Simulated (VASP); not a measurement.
A run of VASP 6.6.1 is set up as follows.

INCAR

```
ALGO = Normal
EDIFF = 1E-7
ENCUT = 520
ISIF = 2
ISMEAR = -1
LASPH = T
LCHARG = F
LREAL = F
LWAVE = F
NBANDS = 17
NELM = 100
PREC = Accurate
SIGMA = 0.1
```

File KPOINTS:

```
k-points
0
Gamma
  12 12 6
```

The input POSCAR:

```
Pt
1.0
    2.7134118305      0.0000000000      0.0000000000
   -1.3567059152      2.3498835761      0.0000000000
    0.0000000000      0.0000000000      4.6656110250
Pt
2
Direct
    0.6666666667      0.3333333333      0.7500000000
    0.3333333333      0.6666666667      0.2500000000
```

Potentials or basis: VASP PAW LDA potentials, release 64 (Pt).

Run with:

```sh
$ cat potpaw_LDA.64/Pt/POTCAR > POTCAR
$ mpirun -np 1 vasp_std > vasp.out
```

Problem. Predict the band gap on the k mesh.

Solution. Zero (bands 10 and 11 overlap by 1.42 eV).

Problem. Estimate the pressure.

Solution. 0.8 GPa.

Stress tensor (GPa, compression positive):
```
0.94 0.00 0.00
0.00 0.94 0.00
0.00 0.00 0.42
```

Caveat: spin-orbit coupling is left out, which moves the levels of the heavy elements.
